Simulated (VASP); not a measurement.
The system is BP (series).

```
B P
1.0
     0.00000    2.26900    2.26900
     2.26900    0.00000    2.26900
     2.26900    2.26900    0.00000
B P
1 1
Direct
  0.00000 0.00000 0.00000
  0.25000 0.25000 0.25000
```

Base run:

- Program: VASP 6.6.1
- Functional: PBE
- Potentials or basis: VASP PAW PBE potentials, release 64 (B, P)
- Cutoff: 500 eV
- k mesh: 8 × 8 × 8
- Occupations: gaussian, width 0.02 eV
- Spin: no spin polarisation

Its results: band gap on the k mesh 1.27 eV, indirect (least direct gap 3.40 eV); pressure 0.9 GPa.

Problem. After a change of settings the same cell gave: band gap on the k mesh 1.31 eV, indirect (least direct gap 3.38 eV); pressure 2.0 GPa. Which change was it?
A. k mesh from 8 × 8 × 8 to 6 × 6 × 6
B. k mesh from 8 × 8 × 8 to 6 × 6 × 6; occupations from gaussian, width 0.02 eV to gaussian, width 0.1 eV
C. k mesh from 8 × 8 × 8 to 4 × 4 × 4
D. k mesh from 8 × 8 × 8 to 14 × 14 × 14

Solution. C.

Caveats: some runs use coarse meshes.
